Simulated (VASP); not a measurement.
# Al3Cu2 (P3m1) in VASP: single point with r2SCAN

Aim: the single point of Al3Cu2 with r2SCAN.

All numbers are computed with VASP 6.6.1; they aren't measurements. Logs are shortened: lines on timing, memory, paths and dates and some standing lists are left out, and cuts for length are marked.

### Step 1. The cell of the first run

Symmetry: P3m1, No. 156, trigonal system. Conventional cell: a = 4.102 Å, b = 4.102 Å, c = 12.980 Å, α = 90.00°, β = 90.00°, γ = 120.00°. Within 3.3 Å of Al (site symmetry 3m) lie 6 Cu at 2.50 Å and 6 Al at 2.94 Å. Al (site symmetry 3m) has 3 Cu at 2.50 Å and 3 Al at 2.94 Å within 3.3 Å. Within 3.2 Å of Al (site symmetry 3m) lie 5 Cu at 2.45 to 2.55 Å and 6 Al at 2.80 to 2.94 Å. Al (site symmetry 3m) has 4 Cu at 2.45 to 2.55 Å and 6 Al at 2.80 to 2.94 Å within 3.2 Å. Al (site symmetry 3m) has 4 Cu at 2.45 to 2.55 Å and 3 Al at 2.80 Å within 3.2 Å. Within 3.2 Å of Al (site symmetry 3m) lie 5 Cu at 2.45 to 2.55 Å and 6 Al at 2.80 to 2.94 Å. Cu (site symmetry 3m) has 4 Al at 2.45 to 2.55 Å within 3.2 Å. Within 3.2 Å of Cu (site symmetry 3m) lie 8 Al at 2.45 to 2.55 Å and 3 Cu at 2.86 Å.

### Step 2. Single point, r2SCAN (the distance across one plane changed)

Input file POSCAR:

```
Al3Cu2
1.0
   -4.1018117731      0.0000000000      0.0000000000
   -2.0509058865     -3.5522731970      0.0000000000
    0.0000000000      0.0000000000     12.9797228006
Al Cu
6 4
Direct
    0.0000000000      1.0000000000      0.4151514951
    0.0000000000      1.0000000000      0.0307163668
    0.3333333333      0.3333333333      0.5497701186
    0.3333333333      0.3333333333      0.1653349903
    0.6666666667      0.6666666667      0.6649679999
    0.6666666667      0.6666666667      0.2805328716
    0.3333333333      0.3333333333      0.7381417079
    0.3333333333      0.3333333333      0.3537065796
    0.6666666667      0.6666666667      0.4765964105
    0.6666666667      0.6666666667      0.0921612822
```

Input file INCAR.step1:

```
SYSTEM = Al3Cu2
ALGO = Normal ; EDIFF = 1E-4
ENCUT = 520 ; GGA = PE
ISMEAR = 0 ; LASPH = .TRUE.
LCHARG = .FALSE. ; LREAL = .FALSE.
LWAVE = .TRUE. ; NBANDS = 42
NELM = 80 ; PREC = Accurate
SIGMA = 0.15
```

Input file INCAR.step2:

```
SYSTEM = Al3Cu2
ALGO = Normal ; EDIFF = 1E-7
ENCUT = 520 ; ISIF = 2
ISMEAR = 0 ; ISTART = 1
LASPH = .TRUE. ; LCHARG = .TRUE.
LELF = .TRUE. ; LMIXTAU = .TRUE.
LREAL = .FALSE. ; LVHAR = .TRUE.
LWAVE = .FALSE. ; METAGGA = R2SCAN
NBANDS = 42 ; NELM = 80
PREC = Accurate ; SIGMA = 0.15
```

Input file KPOINTS:

```
k-points
0
G
  13 13 5
  0 0 0
```

Potentials or basis: VASP PAW PBE potentials, release 64 (Al, Cu).

Launch:

```bash
cat potpaw_PBE.64/Al/POTCAR potpaw_PBE.64/Cu/POTCAR > POTCAR
cp INCAR.step1 INCAR
mpirun -np 1 vasp_std > vasp.out
cp INCAR.step2 INCAR
mpirun -np 1 vasp_std > vasp.out
```

OUTCAR:

```text
SYSTEM = Al3Cu2
   EDIFF = 1E-7
   ENCUT = 520
   ISIF = 2
   ISMEAR = 0
   ISTART = 1
   LASPH = .TRUE.
   LREAL = .FALSE.
   METAGGA = R2SCAN
   NELM = 80
   PREC = Accurate

 ion  position               nearest neighbor table
   1  0.000  0.000  0.415-   9 2.50   9 2.50   9 2.50   8 2.50   8 2.50   8 2.50   6 2.94   3 2.94
                             6 2.94   3 2.94   6 2.94   3 2.94
   2  0.000  0.000  0.031-  10 2.50  10 2.50  10 2.50   4 2.94   4 2.94   4 2.94
   3  0.333  0.333  0.550-   7 2.45   8 2.54   9 2.55   9 2.55   9 2.55   5 2.80   5 2.80   5 2.80
                             1 2.94   1 2.94   1 2.94
   4  0.333  0.333  0.165-   8 2.45  10 2.55  10 2.55  10 2.55   6 2.80   6 2.80   6 2.80   2 2.94
                             2 2.94   2 2.94
   5  0.667  0.667  0.665-   9 2.45   7 2.55   7 2.55   7 2.55   3 2.80   3 2.80   3 2.80
   6  0.667  0.667  0.281-  10 2.45   9 2.54   8 2.55   8 2.55   8 2.55   4 2.80   4 2.80   4 2.80
                             1 2.94   1 2.94   1 2.94
   7  0.333  0.333  0.738-   3 2.45   5 2.55   5 2.55   5 2.55
   8  0.333  0.333  0.354-   4 2.45   1 2.50   1 2.50   1 2.50   3 2.54   6 2.55   6 2.55   6 2.55

   9  0.667  0.667  0.477-   5 2.45   1 2.50   1 2.50   1 2.50   6 2.54   3 2.55   3 2.55   3 2.55

  10  0.667  0.667  0.092-   6 2.45   2 2.50   2 2.50   2 2.50   4 2.55   4 2.55   4 2.55

  LATTYP: Found a hexagonal cell.
 ALAT       =     4.1018117730
 C/A-ratio  =     3.1643877191

  Lattice vectors:

 A1 = (   2.0509058865,   3.5522731970,   0.0000000000)
 A2 = (  -4.1018117731,   0.0000000000,   0.0000000000)
 A3 = (   0.0000000000,   0.0000000000,  12.9797228006)

Analysis of symmetry for initial positions (statically):
=====================================================================
 Subroutine PRICEL returns:
 Original cell was already a primitive cell.

 Routine SETGRP: Setting up the symmetry group for a
 hexagonal supercell.

 Subroutine GETGRP returns: Found  6 space group operations
 (whereof  6 operations were pure point group operations)
 out of a pool of 24 trial point group operations.

The static configuration has the point symmetry C_3v.

Analysis of symmetry for dynamics (positions and initial velocities):
=====================================================================
 Subroutine PRICEL returns:
 Original cell was already a primitive cell.

 Routine SETGRP: Setting up the symmetry group for a
 hexagonal supercell.

 Subroutine GETGRP returns: Found  6 space group operations
 (whereof  6 operations were pure point group operations)
[... 128 lines left out ...]
   PSTRESS=    0.0 pullay stress
   NELECT =      62.0000    total number of electrons
   NUPDOWN=      -1.0000    fix difference up-down
   EMIN   =  10.00;   EMAX   =-10.00  energy-range for DOS
   EFERMI =   0.00;   METHOD = LEGACY
   ISMEAR =     0;   SIGMA  =   0.15  broadening in eV -4-tet -1-fermi 0-gaus
   EFERMI_NEDOS =   21; number of points for ismear=-14 and -15
   IALGO  =     38    algorithm
   IMIX   =      4    mixing-type and parameters
     AMIX     =   0.40;   BMIX     =  1.00
     AMIX_MAG =   1.60;   BMIX_MAG =  1.00
  volume/ion in A,a.u.               =      18.91       127.63
  Fermi-wavevector in a.u.,A,eV,Ry     =   1.128815  2.133152 17.336870  1.274224
  Thomas-Fermi vector in A             =   2.265507
   LORBIT       =      0    0 simple, 1 ext, 2 COOP (PROOUT), +10 PAW based schemes
   METAGGA = R2SCAN    functional components
   LHFCALC =     F    Hartree Fock is set to
   AEXX    =    0.0000 exact exchange contribution
   IVDW    =     0    specifies the selected vdW correction
   LEPSILON=     F    determine dielectric tensor
   LRPA    =     F    only Hartree local field effects (RPA)
 non-spin polarized calculation
 Gauss-broadening in eV      SIGMA  =   0.15
  energy-cutoff  :      520.00
  volume of cell :      189.12
 maximum number of plane-waves:      5142
   NGX = 15   NGY = 15   NGZ = 49

 number of electron      61.9999999 magnetization

 Free energy of the ion-electron system (eV)
  ---------------------------------------------------
  ext. energy  EPLUGINS =         0.00000000
  ---------------------------------------------------
  free energy    TOTEN  =       -82.76306148 eV

  energy without entropy =      -82.73502810  energy(sigma->0) =      -82.74904479

 E-fermi :   5.2049     XC(G=0): -10.1474

 val. band max:        5.1990604898   @ k =   0.2308   0.0769   0.2000
 cond. band min:       5.2203983971   @ k =   0.3077   0.0769   0.0000
 fundamental gap:      0.0213379073
 Fermi energy:         5.2048751521

 k-point     1 :       0.0000    0.0000    0.0000
  band No.  band energies     occupation
      1      -6.1009      2.00000
      2      -4.4002      2.00000
      3      -3.1765      2.00000
      4      -1.3903      2.00000
      5      -0.2883      2.00000
      6      -0.2373      2.00000
[... 1069 lines left out ...]
     41       9.6429      0.00000
     42       9.7919      0.00000

 [... further k-points ...]

------------------------ aborting loop because EDIFF is reached ----------------------------------------

  FORCE on cell =-STRESS in cart. coord.  units (eV):
  Direction    XX          YY          ZZ          XY          YZ          ZX
  --------------------------------------------------------------------------------------
  -------------------------------------------------------------------------------------
  Total       -4.2263643     -4.2263643     -1.2064698      0.0000000     -0.0000000      0.0000000
  in kB      -35.8038728    -35.8038728    -10.2206743      0.0000000     -0.0000000      0.0000000
  external PRESSURE =     -27.2761400 kB  Pullay stress =       0.0000000 kB

 VOLUME and BASIS-vectors are now :
 -----------------------------------------------------------------------------
  energy-cutoff  :      520.00
  volume of cell :      189.12
      direct lattice vectors                 reciprocal lattice vectors
    -4.101811773  0.000000000  0.000000000    -0.243794707  0.140754940  0.000000000
    -2.050905886 -3.552273197  0.000000000     0.000000000 -0.281509880  0.000000000
     0.000000000  0.000000000 12.979722801     0.000000000  0.000000000  0.077043248

 POSITION                                       TOTAL-FORCE (eV/Angst)
 -----------------------------------------------------------------------------------
      0.00000      0.00000      5.38855        -0.000000      0.000000      0.069138
      0.00000      0.00000      0.39869        -0.000000      0.000000      0.581173
     -2.05091     -1.18409      7.13586         0.000000      0.000000      0.199302
     -2.05091     -1.18409      2.14600        -0.000000     -0.000000     -0.886645
     -4.10181     -2.36818      8.63110         0.000000      0.000000      0.696579
     -4.10181     -2.36818      3.64124        -0.000000      0.000000     -0.307560
     -2.05091     -1.18409      9.58087         0.000000     -0.000000     -0.466887
     -2.05091     -1.18409      4.59101        -0.000000      0.000000      0.298626
     -4.10181     -2.36818      6.18609        -0.000000      0.000000     -0.167256
     -4.10181     -2.36818      1.19623        -0.000000      0.000000     -0.016469
 -----------------------------------------------------------------------------------
    total drift:                               -0.000014     -0.000008     -0.009269

  FREE ENERGIE OF THE ION-ELECTRON SYSTEM (eV)
  ---------------------------------------------------
  free  energy   TOTEN  =       -82.7630614849 eV

  energy  without entropy=      -82.7350281029  energy(sigma->0) =      -82.74904479
```

OSZICAR.step1:

```text
N       E                     dE             d eps       ncg     rms          rms(c)
DAV:   1     0.432725869668E+03    0.43273E+03   -0.24149E+04  7644   0.161E+03
DAV:   2    -0.520077752628E+01   -0.43793E+03   -0.42044E+03  7648   0.344E+02
DAV:   3    -0.431327564884E+02   -0.37932E+02   -0.34864E+02  8952   0.139E+02
DAV:   4    -0.449066893920E+02   -0.17739E+01   -0.17539E+01 11852   0.296E+01
DAV:   5    -0.449381852353E+02   -0.31496E-01   -0.31477E-01 12198   0.428E+00    0.268E+01
DAV:   6    -0.505072476249E+02   -0.55691E+01   -0.19527E+02  9424   0.285E+02    0.219E+01
DAV:   7    -0.371868938454E+02    0.13320E+02   -0.49120E+01 10190   0.116E+02    0.556E+00
DAV:   8    -0.365161951181E+02    0.67070E+00   -0.56672E+00 12102   0.453E+01    0.166E+00
DAV:   9    -0.365724678981E+02   -0.56273E-01   -0.11092E+00 10976   0.215E+01    0.227E+00
DAV:  10    -0.365037250781E+02    0.68743E-01   -0.23869E-01  9758   0.157E+01    0.784E-01
DAV:  11    -0.364999812364E+02    0.37438E-02   -0.58398E-02 11248   0.548E+00    0.343E-01
DAV:  12    -0.365000055560E+02   -0.24320E-04   -0.92977E-03 11766   0.222E+00    0.237E-01
DAV:  13    -0.365006295346E+02   -0.62398E-03   -0.18224E-03 10964   0.673E-01    0.196E-01
DAV:  14    -0.364999250246E+02    0.70451E-03   -0.26887E-03  9572   0.129E+00    0.424E-02
DAV:  15    -0.364999477187E+02   -0.22694E-04   -0.49484E-04  6378   0.533E-01
   1 F= -.36499948E+02 E0= -.36483898E+02  d E =-.320997E-01
```

Run time: 2.3 h. Hardware: 1 thread of Oxide Virtual Turin-like, shared host; peak memory 0.67 GiB.

What came out:

```yaml
Free_energy: -82.7631 eV
Pressure: -2.7 GPa
Largest_force: 0.887 eV/Å
Band_gap_on_the_k_mesh: zero (bands 31 and 32 overlap by 2.78 eV)
```

Forces on the atoms (eV/Å):
```
Al   0.000  0.000  0.069
Al   0.000  0.000  0.581
Al   0.000  0.000  0.199
Al   0.000  0.000 -0.887
Al   0.000  0.000  0.697
Al   0.000  0.000 -0.308
Cu   0.000  0.000 -0.467
Cu   0.000  0.000  0.299
Cu   0.000  0.000 -0.167
Cu   0.000  0.000 -0.016
```

Stress tensor (GPa, compression positive):
```
-3.58  0.00  0.00
 0.00 -3.58  0.00
 0.00  0.00 -1.02
```

Levels at points of the mesh, in eV from the Fermi level:
| k point | band 27 | band 28 | band 29 | band 30 | band 31 | band 32 | band 33 | band 34 | band 35 | band 36 |
| --- | --- | --- | --- | --- | --- | --- | --- | --- | --- | --- |
| (0.00, 0.00, 0.00) | 0.37 | 0.37 | 0.57 | 1.40 | 1.40 | 1.91 | 1.91 | 2.92 | 2.92 | 3.27 |

Caveat: the cell differs from its parent crystal (the distance across one plane changed); the PAW data sets were made with another functional, which shifts forces and pressure a little.

The gap in the log of VASP goes by the Fermi energy; the results here count the filled bands.